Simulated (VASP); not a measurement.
# Au (P6_3/mmc) in VASP: a series of runs, part 2 of 2

VASP 6.6.1. Earlier steps stand in the parts before.

### Step 4. Single point, PBEsol

Contents of INCAR:

```
SYSTEM = Au
ALGO     = Normal         ! electronic algorithm
EDIFF    = 1E-6           ! SCF threshold, eV
ENCUT    = 500            ! plane-wave cutoff, eV
GGA      = PS             ! functional
GGA_COMPAT= .FALSE.      
ISIF     = 2              ! what is computed and relaxed
ISMEAR   = -4             ! smearing method
LASPH    = .TRUE.         ! aspherical terms in the spheres
LCHARG   = .FALSE.        ! write CHGCAR
LREAL    = .FALSE.        ! projectors in reciprocal space
LWAVE    = .FALSE.        ! write WAVECAR
NBANDS   = 18             ! bands
NELM     = 120            ! most SCF steps
PREC     = Accurate       ! precision mode
SIGMA    = 0.1            ! smearing width, eV
```

Contents of KPOINTS:

```
k-points
0
G
  12 12 8
  0 0 0
```

Contents of POSCAR:

```
Au
1.0
    2.9239890447      0.0000000000      0.0000000000
   -1.4619945224      2.5322487931      0.0000000000
    0.0000000000      0.0000000000      4.6616182451
Au
2
Direct
    0.3333333333      0.6666666667      0.7500000000
    0.6666666667      0.3333333333      0.2500000000
```

Potentials or basis: VASP PAW PBE potentials, release 64 (Au).

Run with:

```console
$ cat potpaw_PBE.64/Au/POTCAR > POTCAR
$ mpirun -np 1 vasp_std > vasp.out
```

OUTCAR:

```text
SYSTEM = Au
   EDIFF = 1E-6
   ENCUT = 500
   GGA = PS
   ISIF = 2
   ISMEAR = -4
   LASPH = .TRUE.
   LREAL = .FALSE.
   NELM = 120
   PREC = Accurate

 ion  position               nearest neighbor table
   1  0.333  0.667  0.750-   2 2.88   2 2.88   2 2.88   2 2.88   2 2.88   2 2.88
   2  0.667  0.333  0.250-   1 2.88   1 2.88   1 2.88   1 2.88   1 2.88   1 2.88

  LATTYP: Found a hexagonal cell.
 ALAT       =     2.9239890447
 C/A-ratio  =     1.5942666589

  Lattice vectors:

 A1 = (   2.9239890447,   0.0000000000,   0.0000000000)
 A2 = (  -1.4619945224,   2.5322487931,   0.0000000000)
 A3 = (   0.0000000000,   0.0000000000,   4.6616182451)

Analysis of symmetry for initial positions (statically):
=====================================================================
 Subroutine PRICEL returns:
 Original cell was already a primitive cell.

 Routine SETGRP: Setting up the symmetry group for a
 hexagonal supercell.

 Subroutine GETGRP returns: Found 24 space group operations
 (whereof 12 operations were pure point group operations)
 out of a pool of 24 trial point group operations.

The static configuration has the point symmetry D_3d.
 The point group associated with its full space group is D_6h.

Analysis of symmetry for dynamics (positions and initial velocities):
=====================================================================
 Subroutine PRICEL returns:
 Original cell was already a primitive cell.

 Routine SETGRP: Setting up the symmetry group for a
 hexagonal supercell.

 Subroutine GETGRP returns: Found 24 space group operations
 (whereof 12 operations were pure point group operations)
 out of a pool of 24 trial point group operations.

The dynamic configuration has the point symmetry D_3d.
 The point group associated with its full space group is D_6h.

 Subroutine INISYM returns: Found 24 space group operations
[... 109 lines left out ...]
   PSTRESS=    0.0 pullay stress
   NELECT =      22.0000    total number of electrons
   NUPDOWN=      -1.0000    fix difference up-down
   EMIN   =  10.00;   EMAX   =-10.00  energy-range for DOS
   EFERMI =   0.00;   METHOD = LEGACY
   ISMEAR =    -4;   SIGMA  =   0.10  broadening in eV -4-tet -1-fermi 0-gaus
   EFERMI_NEDOS =   21; number of points for ismear=-14 and -15
   IALGO  =     38    algorithm
   IMIX   =      4    mixing-type and parameters
     AMIX     =   0.40;   BMIX     =  1.00
     AMIX_MAG =   1.60;   BMIX_MAG =  1.00
  volume/ion in A,a.u.               =      17.26       116.46
  Fermi-wavevector in a.u.,A,eV,Ry     =   1.408887  2.662410 27.007050  1.984962
  Thomas-Fermi vector in A             =   2.530999
   LORBIT       =      0    0 simple, 1 ext, 2 COOP (PROOUT), +10 PAW based schemes
   GGA     = PS    functional components
   LHFCALC =     F    Hartree Fock is set to
   AEXX    =    0.0000 exact exchange contribution
   IVDW    =     0    specifies the selected vdW correction
   LEPSILON=     F    determine dielectric tensor
   LRPA    =     F    only Hartree local field effects (RPA)
 non-spin polarized calculation
 Fermi weights with tetrahedron method witout Bloechl corrections
  energy-cutoff  :      500.00
  volume of cell :       34.52
 maximum number of plane-waves:       893
 NGX is ok and might be reduce to    24
   NGX = 11   NGY = 11   NGZ = 17

 number of electron      21.9999995 magnetization

 Free energy of the ion-electron system (eV)
  ---------------------------------------------------
  ext. energy  EPLUGINS =         0.00000000
  ---------------------------------------------------
  free energy    TOTEN  =        -7.70999667 eV

  energy without entropy =       -7.70999667  energy(sigma->0) =       -7.70999667

 E-fermi :   9.0087     XC(G=0): -12.8113

 val. band max:        9.2406568815   @ k =   0.5000   0.0000   0.0000
 cond. band min:       8.5424942165   @ k =   0.4167   0.0000   0.5000
 fundamental gap:     -0.6981626651
 Fermi energy:         9.0087242677

 k-point     1 :       0.0000    0.0000    0.0000
  band No.  band energies     occupation
      1      -0.7208      2.00000
      2       1.9018      2.00000
      3       4.5657      2.00000
      4       4.5657      2.00000
      5       4.5780      2.00000
      6       4.9390      2.00000
[... 481 lines left out ...]
      5       4.5782      2.00000
      6       4.7672      2.00000
[... 10 lines left out ...]
     17      23.5486      0.00000
     18      25.2722      0.00000

 [... further k-points ...]
[... 5 lines left out ...]
  --------------------------------------------------------------------------------------
  -------------------------------------------------------------------------------------
  Total       -0.7016376     -0.7016376      0.0751496      0.0000000     -0.0000000      0.0000000
  in kB      -32.5690146    -32.5690146      3.4883352      0.0000000     -0.0000000      0.0000000
  external PRESSURE =     -20.5498980 kB  Pullay stress =       0.0000000 kB

 VOLUME and BASIS-vectors are now :
 -----------------------------------------------------------------------------
  energy-cutoff  :      500.00
  volume of cell :       34.52
      direct lattice vectors                 reciprocal lattice vectors
     2.923989045  0.000000000  0.000000000     0.341998545  0.197452952  0.000000000
    -1.461994522  2.532248793  0.000000000     0.000000000  0.394905904  0.000000000
     0.000000000  0.000000000  4.661618245     0.000000000  0.000000000  0.214517781

 POSITION                                       TOTAL-FORCE (eV/Angst)
 -----------------------------------------------------------------------------------
     -0.00000      1.68817      3.49621         0.000000     -0.000000      0.000000
      1.46199      0.84408      1.16540        -0.000000      0.000000      0.000000
 -----------------------------------------------------------------------------------
    total drift:                                0.000000     -0.000000      0.000000

  FREE ENERGIE OF THE ION-ELECTRON SYSTEM (eV)
  ---------------------------------------------------
  free  energy   TOTEN  =        -7.7099966712 eV

  energy  without entropy=       -7.7099966712  energy(sigma->0) =       -7.70999667
```

stdout:

```text
POSCAR found type information on POSCAR Au
 POSCAR found :  1 types and       2 ions
 scaLAPACK will be used
 -----------------------------------------------------------------------------
|                                                                             |
[... 23 lines left out ...]
|     occupations, so forces and stress will be inaccurate. We suggest        |
|     using a different smearing scheme ISMEAR = 1 or 2 for metals in         |
|     relaxations.                                                            |
|                                                                             |
 -----------------------------------------------------------------------------
```

Run time: 28 s. Hardware: 1 thread of Intel Xeon Platinum 8488C (Sapphire Rapids), shared host; peak memory 0.19 GiB.

What came out:

- Free energy: -7.7100 eV
- Pressure: -2.1 GPa
- Band gap on the k mesh: zero (band 11 reaches 13.19 eV, above the bottom of band 12 at 6.44 eV)

Levels at points of the mesh, in eV from the Fermi level:
| k point | band 9 | band 10 | band 11 | band 12 | band 13 | band 14 |
| --- | --- | --- | --- | --- | --- | --- |
| (0.00, 0.00, 0.00) | -3.72 | -2.11 | -2.11 | -0.73 | 3.31 | 14.32 |
| (0.50, 0.00, 0.00) | -1.75 | -1.75 | 0.23 | 1.30 | 6.09 | 7.56 |
| (0.00, 0.00, 0.50) | -2.57 | -2.57 | -2.57 | -2.57 | 11.72 | 11.72 |
| (0.50, 0.00, 0.50) | -1.84 | -1.84 | 0.42 | 0.42 | 3.82 | 3.82 |

Caveat: the PAW data sets were made with another functional, which shifts forces and pressure a little; spin-orbit coupling is left out, which moves the levels of the heavy elements.

### Step 5. Summary

```tsv
cell	smearing	gap on the mesh (eV)	pressure (GPa)
a = 2.924, b = 2.924, c = 4.662 Å, angles 90.0, 90.0, 120.0°, 2 atoms	gaussian 0.1 eV	none	-2.1
a = 2.924, b = 2.924, c = 4.675 Å, angles 90.0, 90.0, 120.0°, 2 atoms	gaussian 0.1 eV	none	-2.5
a = 2.924, b = 2.924, c = 4.662 Å, angles 90.0, 90.0, 120.0°, 2 atoms	tetrahedron	none	-2.1
```

Alike in all rows: task single point; level PBEsol; potentials or basis VASP PAW PBE potentials, release 64 (Au); no spin polarisation; k mesh 12 × 12 × 8; cutoff (eV) 500.

Caveats: the PAW data sets were made with another functional, which shifts forces and pressure a little; spin-orbit coupling is left out, which moves the levels of the heavy elements.

Absolute energies hang on the potentials; compare differences alone.
